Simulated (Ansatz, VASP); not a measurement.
**One calculation of Ba, two programs**

Contents of INCAR:

```
SYSTEM = Ba
PREC     = Accurate       ! precision mode
ENCUT    = 520            ! plane-wave cutoff, eV
EDIFF    = 1E-6           ! SCF threshold, eV
ISMEAR   = -1             ! smearing method
SIGMA    = 0.05           ! smearing width, eV
LREAL    = .False.        ! projectors in reciprocal space
LASPH    = .True.         ! aspherical terms in the spheres
NELM     = 100            ! most SCF steps
ALGO     = Normal         ! electronic algorithm
ISIF     = 2              ! what is computed and relaxed
LWAVE    = .False.        ! write WAVECAR
LCHARG   = .False.        ! write CHGCAR
NBANDS   = 17             ! bands
```

Contents of KPOINTS:

```
regular mesh
0
Gamma
  7 7 7
  0 0 0
```

The input POSCAR:

```
Ba
1.0
    4.7578779704      0.0000000000      0.0000000000
    0.0000000000      4.7578779704      0.0000000000
    0.0000000000      0.0000000000      4.7578779704
Ba
2
Direct
    0.0000000000      0.0000000000      0.0000000000
    0.5000000000      0.5000000000      0.5000000000
```

Input for Ansatz:

```yaml
crystal:
  lattice:
    - [4.7578779704, 0.0, 0.0]
    - [0.0, 4.7578779704, 0.0]
    - [0.0, 0.0, 4.7578779704]
  atoms:
    - { symbol: Ba, position: [0.0, 0.0, 0.0] }
    - { symbol: Ba, position: [0.5, 0.5, 0.5] }
kpoints:
  mp_grid: { grid: [7, 7, 7] }
scf:
  occupations: { method: fermi_dirac, width: 0.05 }
hamiltonian:
  xc: lda
  pseudopotentials: { kind: all_electron, lapw: { basis_error: 0.001 } }
output:
  forces: true
  stress: true
  eigenvalues: true
```

Alike in both runs: task single point; functional LDA; k mesh 7 × 7 × 7; occupations fermi-dirac, width 0.05 eV; no spin polarisation.

|  | VASP | Ansatz |
| --- | --- | --- |
| version | VASP 6.6.1 | Ansatz 0.2.0 |
| potentials or method | VASP PAW LDA potentials, release 64 (Ba_sv), cutoff 520 eV | all-electron LAPW, scalar-relativistic |

|  | VASP | Ansatz | Ansatz less VASP |
| --- | --- | --- | --- |
| pressure (GPa) | 0.2 | 0.1 | -0.09 |

LDA's correlation is that of Perdew and Zunger in VASP and of Perdew and Wang (1992) in Ansatz. Ansatz ran all-electron here, and VASP with PAW potentials.

Neither program's run includes spin-orbit coupling.
